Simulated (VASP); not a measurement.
# SiGe (P6_3mc) in VASP: a series of runs

The runs below take SiGe through single point, with PBEsol.

Everything below comes from runs of VASP 6.6.1. Logs are shortened: lines on timing, memory, paths and dates and some standing lists are left out, and cuts for length are marked.

## (1) The cell of the first run

The structure is hexagonal, space group P6_3mc (No. 186). The conventional cell has a = 3.779 Å, b = 3.779 Å, c = 6.866 Å, α = 90.00°, β = 90.00°, γ = 120.00°. Within 3.1 Å of Si (site symmetry 3m) lie 4 Ge at 2.35 to 2.57 Å. Within 3.1 Å of Ge (site symmetry 3m) lie 4 Si at 2.35 to 2.57 Å.

## (2) Single point, PBEsol

File INCAR:

```
PREC = Accurate
ENCUT = 520
EDIFF = 1E-6
ISMEAR = 0
SIGMA = 0.03
LREAL = F
LASPH = T
NELM = 100
ALGO = Normal
ISIF = 2
LWAVE = F
LCHARG = F
GGA = PS
NBANDS = 26
```

File KPOINTS:

```
regular mesh
0
Gamma
  12 12 6
```

File POSCAR:

```
SiGe
1.0
    3.7786225219      0.0000000000      0.0000000000
   -1.8893112610      3.2723830952      0.0000000000
    0.0000000000      0.0000000000      6.8660937503
Si Ge
2 2
Direct
    0.6666666667      0.3333333333      0.8745463420
    0.3333333333      0.6666666667      0.3745463420
    0.6666666667      0.3333333333      0.5004526580
    0.3333333333      0.6666666667      0.0004526580
```

Potentials or basis: VASP PAW PBE potentials, release 64 (Si, Ge_d).

Run with:

```bash
$ cat potpaw_PBE.64/Si/POTCAR potpaw_PBE.64/Ge_d/POTCAR > POTCAR
$ mpirun -np 1 vasp_std > vasp.out
```

OUTCAR:

```text
PREC = Accurate
   ENCUT = 520
   EDIFF = 1E-6
   ISMEAR = 0
   LREAL = F
   LASPH = T
   NELM = 100
   ISIF = 2
   GGA = PS

 ion  position               nearest neighbor table
   1  0.667  0.333  0.875-   4 2.35   4 2.35   4 2.35   3 2.57
   2  0.333  0.667  0.375-   3 2.35   3 2.35   3 2.35   4 2.57
   3  0.667  0.333  0.500-   2 2.35   2 2.35   2 2.35   1 2.57
   4  0.333  0.667  0.000-   1 2.35   1 2.35   1 2.35   2 2.57

  LATTYP: Found a hexagonal cell.
 ALAT       =     3.7786225219
 C/A-ratio  =     1.8170890875

  Lattice vectors:

 A1 = (   3.7786225219,   0.0000000000,   0.0000000000)
 A2 = (  -1.8893112610,   3.2723830952,   0.0000000000)
 A3 = (   0.0000000000,   0.0000000000,   6.8660937503)

Analysis of symmetry for initial positions (statically):
=====================================================================
 Subroutine PRICEL returns:
 Original cell was already a primitive cell.

 Routine SETGRP: Setting up the symmetry group for a
 hexagonal supercell.

 Subroutine GETGRP returns: Found 12 space group operations
 (whereof  6 operations were pure point group operations)
 out of a pool of 24 trial point group operations.

The static configuration has the point symmetry C_3v.
 The point group associated with its full space group is C_6v.

Analysis of symmetry for dynamics (positions and initial velocities):
=====================================================================
 Subroutine PRICEL returns:
 Original cell was already a primitive cell.

 Routine SETGRP: Setting up the symmetry group for a
 hexagonal supercell.

 Subroutine GETGRP returns: Found 12 space group operations
 (whereof  6 operations were pure point group operations)
 out of a pool of 24 trial point group operations.

The dynamic configuration has the point symmetry C_3v.
 The point group associated with its full space group is C_6v.

 Subroutine INISYM returns: Found 12 space group operations
 (whereof  6 operations are pure point group operations),
 and found     1 'primitive' translations

----------------------------------------------------------------------------------------

                                     Primitive cell

  volume of cell :      84.8999

  direct lattice vectors                    reciprocal lattice vectors
     3.778622522  0.000000000  0.000000000     0.264646705  0.152793846  0.000000000
    -1.889311261  3.272383095  0.000000000     0.000000000  0.305587693  0.000000000
     0.000000000  0.000000000  6.866093750     0.000000000  0.000000000  0.145643220
[... 82 lines left out ...]
   ISPIN  =      1    spin polarized calculation?
   LNONCOLLINEAR =      F non collinear calculations
   LSORBIT =      F    spin-orbit coupling
   LASPH  =      T    aspherical Exc in radial PAW
   ENCUT  =  520.0 eV  38.22 Ry    6.18 a.u.   7.03  7.03 12.77*2*pi/ulx,y,z
   NELM   =    100;   NELMIN=  2; NELMDL= -5     # of ELM steps
   EDIFF  = 0.1E-05   stopping-criterion for ELM
   LREAL  =      F    real-space projection
[... 7 lines left out ...]
   TEBEG  =    0.0;   TEEND  =   0.0 temperature during run
   PSTRESS=    0.0 pullay stress
   NELECT =      36.0000    total number of electrons
   NUPDOWN=      -1.0000    fix difference up-down
   EMIN   =  10.00;   EMAX   =-10.00  energy-range for DOS
   EFERMI =   0.00;   METHOD = LEGACY
   ISMEAR =     0;   SIGMA  =   0.03  broadening in eV -4-tet -1-fermi 0-gaus
   EFERMI_NEDOS =   21; number of points for ismear=-14 and -15
   IALGO  =     38    algorithm
   IMIX   =      4    mixing-type and parameters
     AMIX     =   0.40;   BMIX     =  1.00
     AMIX_MAG =   1.60;   BMIX_MAG =  1.00
  volume/ion in A,a.u.               =      21.22       143.23
  Fermi-wavevector in a.u.,A,eV,Ry     =   1.229910  2.324192 20.581230  1.512678
  Thomas-Fermi vector in A             =   2.364779
   LORBIT       =      0    0 simple, 1 ext, 2 COOP (PROOUT), +10 PAW based schemes
   GGA     = PS    functional components
   LHFCALC =     F    Hartree Fock is set to
   AEXX    =    0.0000 exact exchange contribution
   IVDW    =     0    specifies the selected vdW correction
   LEPSILON=     F    determine dielectric tensor
   LRPA    =     F    only Hartree local field effects (RPA)
 non-spin polarized calculation
 Gauss-broadening in eV      SIGMA  =   0.03
  energy-cutoff  :      520.00
  volume of cell :       84.90
 maximum number of plane-waves:      2307
   NGX = 15   NGY = 15   NGZ = 25

 number of electron      35.9999998 magnetization

 Free energy of the ion-electron system (eV)
  ---------------------------------------------------
  ext. energy  EPLUGINS =         0.00000000
  ---------------------------------------------------
  free energy    TOTEN  =       -20.95950503 eV

  energy without entropy =      -20.95950087  energy(sigma->0) =      -20.95950295

 E-fermi :   5.6587     XC(G=0):  -9.8854

 val. band max:        5.6066635810   @ k =   0.0000   0.0000   0.0000
 cond. band min:       5.7194694740   @ k =   0.5000  -0.0000   0.3333
 fundamental gap:      0.1128058930
 Fermi energy:         5.6587369534

 k-point     1 :       0.0000    0.0000    0.0000
  band No.  band energies     occupation
      1     -18.9803      2.00000
      2     -18.9790      2.00000
      3     -18.9773      2.00000
      4     -18.9773      2.00000
      5     -18.9747      2.00000
      6     -18.9747      2.00000
[... 685 lines left out ...]
     25      12.6925      0.00000
     26      13.0907      0.00000

 [... further k-points ...]

------------------------ aborting loop because EDIFF is reached ----------------------------------------

  FORCE on cell =-STRESS in cart. coord.  units (eV):
  Direction    XX          YY          ZZ          XY          YZ          ZX
  --------------------------------------------------------------------------------------
  -------------------------------------------------------------------------------------
  Total        3.5610581      3.5610581     -5.5256237     -0.0000000     -0.0000000      0.0000000
  in kB       67.2020104     67.2020104   -104.2760345     -0.0000000     -0.0000000      0.0000000
  external PRESSURE =      10.0426621 kB  Pullay stress =       0.0000000 kB

 VOLUME and BASIS-vectors are now :
 -----------------------------------------------------------------------------
  energy-cutoff  :      520.00
  volume of cell :       84.90
      direct lattice vectors                 reciprocal lattice vectors
     3.778622522  0.000000000  0.000000000     0.264646705  0.152793846  0.000000000
    -1.889311261  3.272383095  0.000000000     0.000000000  0.305587693  0.000000000
     0.000000000  0.000000000  6.866093750     0.000000000  0.000000000  0.145643220

 POSITION                                       TOTAL-FORCE (eV/Angst)
 -----------------------------------------------------------------------------------
      1.88931      1.09079      6.00472         0.000000     -0.000000     -0.678529
     -0.00000      2.18159      2.57167         0.000000      0.000000     -0.678529
      1.88931      1.09079      3.43615         0.000000      0.000000      0.678529
     -0.00000      2.18159      0.00311        -0.000000      0.000000      0.678529
 -----------------------------------------------------------------------------------
    total drift:                               -0.000000     -0.000001     -0.000976

  FREE ENERGIE OF THE ION-ELECTRON SYSTEM (eV)
  ---------------------------------------------------
  free  energy   TOTEN  =       -20.9595050320 eV

  energy  without entropy=      -20.9595008670  energy(sigma->0) =      -20.95950295
```

stdout:

```text
POSCAR found type information on POSCAR SiGe
 POSCAR found :  2 types and       4 ions
 scaLAPACK will be used
 -----------------------------------------------------------------------------
|                                                                             |
|                                                                             |
|     You enforced a specific xc type in the INCAR file but a different       |
|     I HOPE YOU KNOW WHAT YOU ARE DOING!                                     |
|                                                                             |
 -----------------------------------------------------------------------------

 LDA part: xc-table for (Slater+PW92), standard interpolation
 POSCAR, INCAR and KPOINTS ok, starting setup
 FFT: planning ... GRIDC
 FFT: planning ... GRID_SOFT
 FFT: planning ... GRID
 WAVECAR not read
 entering main loop
```

Wall time 2.4 min (1 thread of AMD EPYC 7R13, shared host); peak memory 0.25 GiB.

Results:

```yaml
Free_energy: -20.9595 eV
Pressure: 1.0 GPa
Largest_force: 0.679 eV/Å
Band_gap_on_the_k_mesh: 0.11 eV (least direct gap 0.15 eV)
```

Forces in eV/Å, atoms in the order of the input:
```
Si   0.000  0.000 -0.679
Si   0.000  0.000 -0.679
Ge   0.000  0.000  0.679
Ge   0.000  0.000  0.679
```

Stress tensor (GPa, compression positive):
```
  6.72   0.00   0.00
  0.00   6.72   0.00
  0.00   0.00 -10.43
```

Caveat: the PAW data sets were made with another functional, which shifts forces and pressure a little. A k mesh can miss the band edges.

## (3) Single point, PBEsol

This run uses another cell than the first one, of the same volume but with other edges.

File INCAR:

```
SYSTEM = SiGe
PREC = Accurate ; ENCUT = 520
EDIFF = 1E-6 ; ISMEAR = 0
SIGMA = 0.03 ; LREAL = .FALSE.
LASPH = .TRUE. ; NELM = 80
ALGO = Normal ; ISIF = 2
LWAVE = .FALSE. ; LCHARG = .FALSE.
GGA = PS ; NBANDS = 26
```

File KPOINTS:

```
Automatic mesh
0
G
  12 12 6
  0 0 0
```

File POSCAR:

```
SiGe
1.0
    3.8376730367      0.0000000000      0.0000000000
   -1.9188365184      3.3235223412      0.0000000000
    0.0000000000      0.0000000000      6.6564213511
Si Ge
2 2
Direct
    0.6666666667      0.3333333333      0.8745463420
    0.3333333333      0.6666666667      0.3745463420
    0.6666666667      0.3333333333      0.5004526580
    0.3333333333      0.6666666667      0.0004526580
```

Potentials or basis: VASP PAW PBE potentials, release 64 (Si, Ge_d).

Run with:

```bash
$ cat potpaw_PBE.64/Si/POTCAR potpaw_PBE.64/Ge_d/POTCAR > POTCAR
$ mpirun -np 1 vasp_std > vasp.out
```

Wall time 2.5 min (1 thread of AMD EPYC 7R13, shared host); peak memory 0.26 GiB.

The run converged. Its results:

- Free energy: -21.1789 eV
- Pressure: 0.3 GPa
- Largest force: 0.411 eV/Å
- Band gap on the k mesh: 0.29 eV (least direct gap 0.88 eV)

Forces on the atoms (eV/Å):
```
Si   0.000  0.000 -0.411
Si   0.000  0.000 -0.411
Ge   0.000  0.000  0.411
Ge   0.000  0.000  0.411
```

Stress tensor (GPa, compression positive):
```
 3.40  0.00  0.00
 0.00  3.40  0.00
 0.00  0.00 -5.98
```

Levels at points of the mesh, in eV from the valence-band top:
```
           k point  band 16  band 17  band 18  band 19  band 20  band 21
(0.00, 0.00, 0.00)    -0.42     0.00     0.00     0.88     0.91     2.30
(0.50, 0.00, 0.00)    -3.02    -2.97    -1.62     0.55     1.84     3.06
(0.00, 0.00, 0.50)    -0.80    -0.80    -0.80     1.59     1.59     3.22
(0.50, 0.00, 0.50)    -2.75    -2.45    -2.45     0.52     0.52     1.68
```

Caveat: the PAW data sets were made with another functional, which shifts forces and pressure a little. A k mesh can miss the band edges.
